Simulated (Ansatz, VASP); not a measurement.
## Two plane-wave programs on NaCl

File INCAR:

```
SYSTEM = NaCl
ALGO = Normal
EDIFF = 1E-6
EDIFFG = -0.01
ENCUT = 600
GGA = PS
IBRION = 2
ISIF = 3
ISMEAR = -1
IVDW = 12
LASPH = .True.
LCHARG = .False.
LREAL = .False.
LWAVE = .False.
NELM = 80
NSW = 60
PREC = Accurate
SIGMA = 0.05
```

Contents of KPOINTS:

```
k-points
0
Gamma
  8 8 8
  0 0 0
```

File POSCAR:

```
NaCl
1.0
    3.5021900000      0.0000000000      0.0000000000
    0.0000000000      3.5021900000      0.0000000000
    0.0000000000      0.0000000000      3.5021900000
Cl Na
1 1
Direct
    0.5000000000      0.5000000000      0.5000000000
    0.0000000000      0.0000000000      0.0000000000
```

File input.yaml:

```yaml
crystal:
  lattice:
    - [3.50219, 0.0, 0.0]
    - [0.0, 3.50219, 0.0]
    - [0.0, 0.0, 3.50219]
  atoms:
    - { symbol: Cl, position: [0.5, 0.5, 0.5] }
    - { symbol: Na, position: [0.0, 0.0, 0.0] }
hamiltonian:
  xc: pbesol
  pseudopotentials: { kind: paw }
  dispersion: d3bj
kpoints:
  mp_grid: { grid: [8, 8, 8] }
scf:
  occupations: { method: fermi_dirac, width: 0.05 }
output:
  forces: true
  stress: true
  eigenvalues: true
relax:
  f_tol: 0.01
  max_steps: 40
  cell: { stress_tol: 0.05 }
```

Alike in both runs: task relaxation of cell and atoms; functional PBEsol; dispersion D3(BJ); k mesh 8 × 8 × 8; occupations fermi-dirac, width 0.05 eV; no spin polarisation.

|  | VASP | Ansatz |
| --- | --- | --- |
| version | VASP 6.6.1 | Ansatz 0.2.0 |
| potentials or method | VASP PAW PBE potentials, release 64 (Cl, Na_pv) | Ansatz PAW |
| plane-wave cutoff (eV) | 600 | 420 |
| valence electrons in the cell | 14 | 16 |

```tsv
	VASP	Ansatz	Ansatz less VASP
gap on the k mesh at the Fermi level, each at its own relaxed structure (eV)	4.21	4.21	+0.002
relaxed volume (Å³/atom)	19.29	19.29	+0.007
relaxed cell length with the largest relative difference (Å)	3.379	3.379	+0.0004
```

VASP's potentials were made for PBE, not for PBEsol. VASP's potentials hold 14 valence electrons a cell and Ansatz's 16, so a difference there can come from the potentials and not from the codes.

Noted on Ansatz's run: the plane-wave basis is chosen anew once the cell has moved, so the energies of steps on either side of that aren't comparable.
